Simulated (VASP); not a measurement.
Wanted: the native input for a VASP 6.6.1 run.

```
Task                   : single point
Functional             : LDA
Potentials or basis    : VASP PAW LDA potentials, release 64 (B, N)
Cutoff                 : 520 eV
k mesh                 : 12 × 12 × 4
Occupations            : gaussian, width 0.05 eV
Spin                   : no spin polarisation
Dipole correction      : no
Further INCAR settings : ALGO = Normal; EDIFF = 1e-07; NBANDS = 16
```

The structure of BN lies in POSCAR:

```
BN
1.0
    2.3503850446      0.0000000000      0.0000000000
   -1.1751925223      2.0354931573      0.0000000000
    0.0000000000      0.0000000000      6.7564168491
B N
2 2
Direct
    0.3333333333      0.6666666667      0.2500000000
    0.6666666667      0.3333333333      0.7500000000
    0.3333333333      0.6666666667      0.7500000000
    0.6666666667      0.3333333333      0.2500000000
```

This cell differs from its parent crystal: volume 8.081 Å^3 an atom, c/a of the conventional cell 2.8746.

The input as run:

INCAR

```
PREC = Accurate
ENCUT = 520
EDIFF = 1E-7
ISMEAR = 0
SIGMA = 0.05
LREAL = False
LASPH = True
NELM = 100
ALGO = Normal
ISIF = 2
LWAVE = False
LCHARG = False
GGA = CA
NBANDS = 16
```

KPOINTS

```
regular mesh
0
Gamma
  12 12 4
```

Potentials or basis: VASP PAW LDA potentials, release 64 (B, N).

Launch:

```sh
$ cat potpaw_LDA.64/B/POTCAR potpaw_LDA.64/N/POTCAR > POTCAR
$ mpirun -np 1 vasp_std > vasp.out
```

Results of the run:

```json
{"Pressure": "53.5 GPa", "Band gap on the k mesh": "4.37 eV, indirect (least direct gap 4.96 eV)"}
```

Run time: 15 s on 1 thread of AMD EPYC 9R45 96-Core Processor (Zen 5), with other jobs on the host, peak memory 0.11 GiB.
